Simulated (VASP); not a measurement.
# WS2: single point with PBEsol

Crystal: WS2.

```
W S
1.0
     1.62102    0.93589    6.27491
    -1.62102    0.93589    6.27491
     0.00000   -1.87179    6.27491
W S
1 2
Direct
  0.99933 0.99933 0.99933
  0.74796 0.74796 0.74796
  0.58401 0.58401 0.58401
```

This cell differs from its parent crystal: strain +0.030 along x and y, -0.015 along z.

| Quantity | Value |
| --- | --- |
| Program | VASP 6.6.1 |
| Task | single point |
| Functional | PBEsol |
| Potentials or basis | VASP PAW PBE potentials, release 64 (W_sv, S) |
| Cutoff | 520 eV |
| k mesh | 12 × 12 × 12 |
| Occupations | gaussian, width 0.05 eV |
| Spin | no spin polarisation |

```
Pressure               : -6.1 GPa
Largest force          : 0.170 eV/Å
Band gap on the k mesh : 0.78 eV (least direct gap 1.57 eV)
```

Forces on the atoms (eV/Å):
```
W    0.000  0.000 -0.001
S    0.000  0.000 -0.170
S    0.000  0.000  0.170
```

Stress tensor (GPa, compression positive):
```
-8.37  0.00  0.00
 0.00 -8.37  0.00
 0.00  0.00 -1.56
```

Levels at points of the mesh, in eV from the valence-band top:
```csv
k point,band 10,band 11,band 12,band 13,band 14,band 15,band 16,band 17
"(0.00, 0.00, 0.00)",-2.54,-2.54,-1.54,-0.98,1.96,1.96,2.30,2.30
"(0.50, 0.00, 0.00)",-4.24,-2.47,-2.11,-1.70,1.85,2.26,3.33,3.72
"(0.50, 0.50, 0.00)",-4.18,-2.96,-2.26,-1.58,1.82,2.33,2.99,4.10
"(0.50, 0.50, 0.50)",-3.51,-2.51,-2.51,0.00,2.03,2.03,2.19,2.19
```

Wall time 5.4 min on 1 thread of Intel(R) Xeon(R) 6975P-C (Granite Rapids) (shared host), peak memory 0.46 GiB.

Caveat: the cell differs from its parent crystal (strain +0.030 along x and y, -0.015 along z); the stress differs along the axes, from -8 to -2 GPa; the PAW data sets were made with another functional, which shifts forces and pressure a little; spin-orbit coupling is left out, which moves the levels of the heavy elements. A k mesh can miss the band edges.
